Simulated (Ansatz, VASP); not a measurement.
Two plane-wave programs on AgCl

INCAR

```
  ALGO = Normal
  EDIFF = 1E-6
  ENCUT = 520
  GGA = PE
  ISIF = 2
  ISMEAR = 0
  LASPH = T
  LCHARG = F
  LREAL = F
  LWAVE = F
  NBANDS = 26
  NELM = 60
  PREC = Accurate
  SIGMA = 0.02
```

The input KPOINTS:

```
k-points
0
Gamma
  8 8 6
```

File POSCAR:

```
AgCl
1.0
    4.0563089318      0.0000000000      0.0162965478
    0.0000000000      3.7141470980      0.0000000000
   -0.5441295851      0.0000000000      5.3366056750
Ag Cl
2 2
Direct
    0.1856421236      0.2500000000      0.2048808182
    0.8143578764      0.7500000000      0.7951191818
    0.7499255807      0.7500000000      0.2851318559
    0.2500744193      0.2500000000      0.7148681441
```

Input for Ansatz:

```yaml
crystal:
  lattice:
    - [4.0563089318, 0.0, 0.0162965478]
    - [0.0, 3.714147098, 0.0]
    - [-0.5441295851, 0.0, 5.336605675]
  atoms:
    - { symbol: Ag, position: [0.1856421236, 0.25, 0.2048808182] }
    - { symbol: Ag, position: [0.8143578764, 0.75, 0.7951191818] }
    - { symbol: Cl, position: [0.7499255807, 0.75, 0.2851318559] }
    - { symbol: Cl, position: [0.2500744193, 0.25, 0.7148681441] }
basis:
  ecutwfc: 420
kpoints:
  mp_grid: { grid: [8, 8, 6] }
hamiltonian:
  xc: pbe
scf:
  occupations: { method: gaussian, width: 0.02 }
output:
  forces: true
  stress: true
  eigenvalues: true
```

Alike in both runs: task single point; functional PBE; k mesh 8 × 8 × 6; occupations gaussian, width 0.02 eV; no spin polarisation.

|  | VASP | Ansatz |
| --- | --- | --- |
| version | VASP 6.6.1 | Ansatz 0.2.0 |
| potentials or method | VASP PAW PBE potentials, release 64 (Ag, Cl), cutoff 520 eV | scalar-relativistic, plane waves, PAW |
| valence electrons in the cell | 36 | 52 |

|  | VASP | Ansatz | Ansatz less VASP |
| --- | --- | --- | --- |
| gap on the k mesh at the Fermi level (eV) | 0.78 | 0.78 | -0.001 |
| least direct gap on the mesh (eV) | 2.16 | 2.16 | -0.001 |
| pressure (GPa) | 4.9 | 5.0 | +0.16 |
| traceless stress, the component that is largest in VASP (GPa) | 0.85 | 0.84 | -0.010 |
| rms of the force components (eV/Å) | 0.303 | 0.305 | +0.0025 |

Atom by atom the forces differ by 0.005 eV/Å (rms over components). The functional is the same, so the differences come from potentials, cutoffs and numerics. VASP's potentials hold 36 valence electrons a cell and Ansatz's 52, so a difference there can come from the potentials and not from the codes.
